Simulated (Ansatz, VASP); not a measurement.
One calculation of HC4, two programs

Contents of INCAR:

```
SYSTEM = HC4
PREC     = Accurate       ! precision mode
ENCUT    = 520            ! plane-wave cutoff, eV
EDIFF    = 1E-6           ! SCF threshold, eV
ISMEAR   = 0              ! smearing method
SIGMA    = 0.1            ! smearing width, eV
LREAL    = .False.        ! projectors in reciprocal space
LASPH    = .True.         ! aspherical terms in the spheres
NELM     = 120            ! most SCF steps
ALGO     = Normal         ! electronic algorithm
ISIF     = 2              ! what is computed and relaxed
LWAVE    = .False.        ! write WAVECAR
LCHARG   = .False.        ! write CHGCAR
LDIPOL   = .True.       
IDIPOL   = 3            
DIPOL    = 0.5 0.5 0.251
GGA      = PE             ! functional
IVDW     = 12             ! dispersion correction
NBANDS   = 28             ! bands
GGA_COMPAT= .False.      
NELMDL   = -8
```

The input KPOINTS:

```
regular mesh
0
Gamma
  6 6 1
  0 0 0
```

Contents of POSCAR:

```
HC4
1.0
    4.9314379192      0.0000000000      0.0000000000
   -2.4657189596      4.2707505152      0.0000000000
    0.0000000000      0.0000000000     18.0000000000
C H
8 2
Direct
    0.1666666667      0.3333333333      0.2222222222
    0.1666666667      0.8333333333      0.2222222222
    0.6666666667      0.3333333333      0.2222222222
    0.6666666667      0.8333333333      0.2222222222
    0.3333333333      0.1666666667      0.2222222222
    0.3333333333      0.6666666667      0.2222222222
    0.8333333333      0.1666666667      0.2222222222
    0.8333333333      0.6666666667      0.2222222222
    0.1227633763      0.3772366237      0.3666666667
    0.2105699570      0.2894300430      0.3666666667
```

Input for Ansatz:

```yaml
crystal:
  lattice:
    - [4.9314379195, 0.0, 0.0]
    - [-2.4657189597, 4.2707505154, 0.0]
    - [0.0, 0.0, 18.0]
  atoms:
    - { symbol: C, position: [0.1666666667, 0.3333333333, 0.2222222222] }
    - { symbol: C, position: [0.1666666667, 0.8333333333, 0.2222222222] }
    - { symbol: C, position: [0.6666666667, 0.3333333333, 0.2222222222] }
    - { symbol: C, position: [0.6666666667, 0.8333333333, 0.2222222222] }
    - { symbol: C, position: [0.3333333333, 0.1666666667, 0.2222222222] }
    - { symbol: C, position: [0.3333333333, 0.6666666667, 0.2222222222] }
    - { symbol: C, position: [0.8333333333, 0.1666666667, 0.2222222222] }
    - { symbol: C, position: [0.8333333333, 0.6666666667, 0.2222222222] }
    - { symbol: H, position: [0.1227633763, 0.3772366237, 0.3666666667] }
    - { symbol: H, position: [0.210569957, 0.289430043, 0.3666666667] }
kpoints:
  mp_grid: { grid: [6, 6, 1] }
hamiltonian:
  xc: pbe
  dispersion: d3bj
scf:
  occupations: { method: gaussian, width: 0.1 }
output:
  forces: true
  eigenvalues: true
efield:
  axis: 3
  dipole_correction: true
  ramp_width: 0.04
accuracy: high
```

Alike in both runs: task single point; functional PBE; dispersion D3(BJ); k mesh 6 × 6 × 1; occupations gaussian, width 0.1 eV; no spin polarisation.

|  | VASP | Ansatz |
| --- | --- | --- |
| version | VASP 6.6.1 | Ansatz 0.2.0 |
| potentials or method | VASP PAW PBE potentials, release 64 (C, H) | scalar-relativistic, plane waves, PAW |
| plane-wave cutoff (eV) | 520 | 420 |
| valence electrons in the cell | 34 | 34 |

```csv
,VASP,Ansatz,Ansatz less VASP
gap on the k mesh at the Fermi level (eV),0.01,0.01,0.000
rms of the force components (eV/Å),0.068,0.068,-0.0003
```

Atom by atom the forces differ by 0.003 eV/Å (rms over components).
